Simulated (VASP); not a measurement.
# Cl (Fd-3m) in VASP: a series of runs, part 2 of 2

VASP 6.6.1. Earlier steps stand in the parts before.

### 3 Relaxation of cell and atoms, r2SCAN

This run uses another cell than the first one, of 29.08 Å³/atom.

POSCAR

```
Cl
1.0
    0.0000000000      3.0750000000      3.0750000000
    3.0750000000      0.0000000000      3.0750000000
    3.0750000000      3.0750000000      0.0000000000
Cl
2
Direct
    1.0000000000      1.0000000000      1.0000000000
    0.2500000000      0.2500000000      0.2500000000
```

INCAR.step1

```
  ALGO = Normal
  EDIFF = 1E-5
  EDIFFG = -0.005
  ENCUT = 550
  GGA = PE
  GGA_COMPAT = False
  IBRION = 2
  ISIF = 3
  ISMEAR = -1
  LASPH = True
  LCHARG = False
  LREAL = False
  LWAVE = True
  NELM = 120
  NELMIN = 4
  NSW = 100
  PREC = Accurate
  SIGMA = 0.05
```

INCAR.step2

```
  ALGO = Normal
  EDIFF = 1E-7
  EDIFFG = -0.03
  ENCUT = 550
  GGA_COMPAT = False
  IBRION = 2
  ISIF = 3
  ISMEAR = -1
  ISTART = 1
  LASPH = True
  LCHARG = False
  LMIXTAU = True
  LREAL = False
  LWAVE = False
  METAGGA = R2SCAN
  NELM = 120
  NELMIN = 4
  NSW = 80
  PREC = Accurate
  SIGMA = 0.05
```

KPOINTS

```
k-points
0
Gamma
  6 6 6
```

Potentials or basis: VASP PAW PBE potentials, release 64 (Cl).

Command:

```console
> cat potpaw_PBE.64/Cl/POTCAR > POTCAR
> cp INCAR.step1 INCAR
> mpirun -np 1 vasp_std > vasp.out
> cp INCAR.step2 INCAR
> mpirun -np 1 vasp_std > vasp.out
```

OUTCAR:

```text
EDIFF = 1E-7
   EDIFFG = -0.03
   ENCUT = 550
   IBRION = 2
   ISIF = 3
   ISMEAR = -1
   ISTART = 1
   LASPH = True
   LREAL = False
   METAGGA = R2SCAN
   NELM = 120
   NELMIN = 4
   NSW = 80
   PREC = Accurate

 ion  position               nearest neighbor table
   1  0.000  0.000  0.000-   2 2.66   2 2.66   2 2.66   2 2.66
   2  0.250  0.250  0.250-   1 2.66   1 2.66   1 2.66   1 2.66

  LATTYP: Found a face centered cubic cell.
 ALAT       =     6.1500000000

  Lattice vectors:

 A1 = (   0.0000000000,   3.0750000000,   3.0750000000)
 A2 = (   3.0750000000,   0.0000000000,   3.0750000000)
 A3 = (   3.0750000000,   3.0750000000,   0.0000000000)

Analysis of symmetry for initial positions (statically):
[... 175 lines left out ...]
  Total        1.2103153      1.2103153      1.2103153     -0.0000000     -0.0000000     -0.0000000
  in kB       33.3459998     33.3459998     33.3459998     -0.0000000     -0.0000000     -0.0000000
  external PRESSURE =      33.3459998 kB  Pullay stress =       0.0000000 kB
[... 59 lines left out ...]
--------------------------------------- Ionic step        3  -------------------------------------------

 number of electron      13.9999996 magnetization

 Free energy of the ion-electron system (eV)
  ---------------------------------------------------
  ext. energy  EPLUGINS =         0.00000000
  ---------------------------------------------------
  free energy    TOTEN  =       -10.26240745 eV

  energy without entropy =      -10.22177644  energy(sigma->0) =      -10.24209194

 E-fermi :  -1.4350     XC(G=0):  -7.5974

 val. band max:       -1.4798196151   @ k =   0.5000   0.3333   0.1667
 cond. band min:      -1.4308827308   @ k =  -0.3333   0.3333   0.0000
 fundamental gap:      0.0489368843
 Fermi energy:        -1.4349801361

 k-point     1 :       0.0000    0.0000    0.0000
  band No.  band energies     occupation
      1     -17.3459      2.00000
      2     -14.7117      2.00000
      3      -4.3170      2.00000
      4      -4.3170      2.00000
      5      -4.3170      2.00000
      6      -2.3588      2.00000
      7      -2.3588      2.00000
      8      -2.3588      2.00000
      9       5.3622      0.00000
     10       9.7822      0.00000
     11       9.7822      0.00000
[... 237 lines left out ...]
  FREE ENERGIE OF THE ION-ELECTRON SYSTEM (eV)
  ---------------------------------------------------
  free  energy   TOTEN  =       -10.2624074468 eV

  energy  without entropy=      -10.2217764369  energy(sigma->0) =      -10.24209194

 reached required accuracy - stopping structural energy minimisation
```

OSZICAR.step1:

```text
N       E                     dE             d eps       ncg     rms          rms(c)
DAV:   1     0.795288904581E+02    0.79529E+02   -0.61935E+03   352   0.109E+03
DAV:   2     0.284510872966E+01   -0.76684E+02   -0.73705E+02   600   0.192E+02
DAV:   3    -0.184613276964E+01   -0.46912E+01   -0.45737E+01   436   0.513E+01
[... 26 lines left out ...]
DAV:   1    -0.199862154311E+01   -0.30188E-02   -0.64902E-02   352   0.194E+00    0.306E-01
DAV:   2    -0.199625005753E+01    0.23715E-02   -0.36425E-03   373   0.430E-01    0.113E-01
DAV:   3    -0.199575211783E+01    0.49794E-03   -0.16561E-03   358   0.268E-01    0.972E-02
DAV:   4    -0.199576419672E+01   -0.12079E-04   -0.15724E-05   282   0.384E-02    0.264E-02
DAV:   5    -0.199576654688E+01   -0.23502E-05   -0.79449E-06   176   0.222E-02
   4 F= -.19957665E+01 E0= -.19741124E+01  d E =-.904948E-01
```

Wall time 74 s (1 thread of Intel Xeon 6975P-C (Granite Rapids), shared host); peak memory 0.21 GiB.

What came out:

* Free energy: -10.2624 eV
* Relaxed volume: 32.94 Å³/atom
* Relaxed cell: a = 4.534 Å, b = 4.534 Å, c = 4.534 Å, α = 60.00°, β = 60.00°, γ = 60.00°
* Space group after relaxing (to 0.1 Å): Fd-3m (No. 227)
* Energy gained by relaxing: 34.9 meV/atom
* Ionic steps: 3
* Pressure after relaxing: -0.1 GPa
* Band gap on the k mesh: zero (bands 7 and 8 overlap by 1.27 eV)

The path:
```
step  energy change (eV)  largest force (eV/Å)  pressure (GPa)  volume (Å³)
   1              0.0000                0.0000            3.33        58.15
   2             -0.0645                0.0000            0.79        63.40
   3             -0.0698                0.0000           -0.07        65.89
```

Final structure:
```
CELL_PARAMETERS angstrom
0.00000 3.20568 3.20568
3.20568 0.00000 3.20568
3.20568 3.20568 0.00000
ATOMIC_POSITIONS crystal
Cl 0.00000 0.00000 0.00000
Cl 0.25000 0.25000 0.25000
```

Caveat: the PAW data sets were made with another functional, which shifts forces and pressure a little.
